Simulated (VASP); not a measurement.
Input of a VASP 6.6.1 run:

Contents of INCAR:

```
SYSTEM = Zr4InAs3
  ALGO = Normal
  EDIFF = 1E-7
  ENCUT = 520
  GGA = PE
  ISIF = 2
  ISMEAR = 0
  LASPH = .True.
  LCHARG = .True.
  LELF = .True.
  LREAL = .False.
  LVHAR = .True.
  LWAVE = .False.
  NBANDS = 48
  NELM = 80
  PREC = Accurate
  SIGMA = 0.2
```

File KPOINTS:

```
k-points
0
Gamma
  5 5 2
  0 0 0
```

The input POSCAR:

```
Zr4InAs3
1.0
    3.7279957176     -0.0000000027      0.0000000000
   -1.8639978564      3.2285389980      0.0000000000
    0.0000000000      0.0000000000     14.6164694226
Zr In As
4 1 3
Direct
    0.0000000000      0.0000000000      0.1540881998
    0.0000000000      0.0000000000      0.6171846253
    0.0000000000      0.0000000000      0.3828153747
    0.0000000000      0.0000000000      0.8459118002
    0.6666666667      0.3333333333      0.0000000000
    0.6666666667      0.3333333333      0.5000000000
    0.3333333333      0.6666666667      0.2654743566
    0.3333333333      0.6666666667      0.7345256434
```

Potentials or basis: VASP PAW PBE potentials, release 64 (Zr_sv, In_d, As).

The run is started by

```console
$ cat potpaw_PBE.64/Zr_sv/POTCAR potpaw_PBE.64/In_d/POTCAR potpaw_PBE.64/As/POTCAR > POTCAR
$ mpirun -np 1 vasp_std > vasp.out
```

Task: Estimate the pressure.

Result: 0.2 GPa.

Task: What does it give for the band gap on the k mesh?

Result: Zero (bands 38 and 39 overlap by 0.47 eV).

Task: Predict the largest force.

Result: 0.021 eV/Å.

Forces on the atoms (eV/Å):
```
Zr   0.000  0.000 -0.021
Zr   0.000  0.000 -0.018
Zr   0.000  0.000  0.018
Zr   0.000  0.000  0.021
In   0.000  0.000  0.000
As   0.000  0.000  0.000
As   0.000  0.000  0.000
As   0.000  0.000  0.000
```

Caveat: the k points lie up to 0.39 Å⁻¹ apart; spin-orbit coupling is left out, which moves the levels of the heavy elements.
